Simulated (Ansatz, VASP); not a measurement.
**One calculation of Ni, two programs**

INCAR

```
SYSTEM = Ni
PREC = Accurate
ENCUT = 520
EDIFF = 1E-6
ISMEAR = -1
SIGMA = 0.1
LREAL = .FALSE.
LASPH = .TRUE.
NELM = 150
ALGO = Normal
ISIF = 2
LWAVE = .FALSE.
LCHARG = .FALSE.
ISPIN = 2
MAGMOM = 2 0
LORBIT = 11
LMAXMIX = 4
GGA = PS
NBANDS = 21
```

File KPOINTS:

```
regular mesh
0
G
  7 14 14
  0 0 0
```

Contents of POSCAR:

```
Ni
1.0
    0.0000000000      3.5359000000      3.5359000000
    1.7679500000      0.0000000000      1.7679500000
    1.7679500000      1.7679500000      0.0000000000
Ni
2
Direct
    0.0000000000      0.0000000000      0.0000000000
    0.5000000000      0.0000000000      0.0000000000
```

Input for Ansatz:

```yaml
crystal:
  lattice:
    - [0.0, 3.5359, 3.5359]
    - [1.76795, 0.0, 1.76795]
    - [1.76795, 1.76795, 0.0]
  atoms:
    - { symbol: Ni, position: [0.0, 0.0, 0.0], spin: 2.0 }
    - { symbol: Ni, position: [0.5, 0.0, 0.0] }
magnetization:
  spin_polarized: true
hamiltonian:
  xc: pbesol
  pseudopotentials: { kind: paw }
basis:
  ecutwfc: 420
kpoints:
  mp_grid: { grid: [7, 14, 14] }
scf:
  occupations: { method: fermi_dirac, width: 0.1 }
  lower_state_search: "off"
output:
  forces: true
  stress: true
```

Alike in both runs: task single point; functional PBEsol; k mesh 7 × 14 × 14; occupations fermi-dirac, width 0.1 eV; collinear spin.

|  | VASP | Ansatz |
| --- | --- | --- |
| version | VASP 6.6.1 | Ansatz 0.2.0 |
| potentials or method | VASP PAW PBE potentials, release 64 (Ni), cutoff 520 eV | PAW, plane waves, scalar-relativistic |
| valence electrons in the cell | 20 | 36 |

VASP gave:

- pressure (GPa): -11.9
- net moment per atom (μB): 0.60
- size of the moment on the site where the two differ most (μB): 0.61

Problem. What did Ansatz give for the same quantities?

Solution. Pressure (GPa): -12.0; net moment per atom (μB): 0.62; size of the moment on the site where the two differ most (μB): 0.65.

VASP's potentials were made for PBE, not for PBEsol. Site moments also hang on the region over which each program counts them. With one functional, cell and mesh, what is left measures potentials, basis and numerics. VASP's potentials hold 20 valence electrons a cell and Ansatz's 36, so a difference there can come from the potentials and not from the codes.
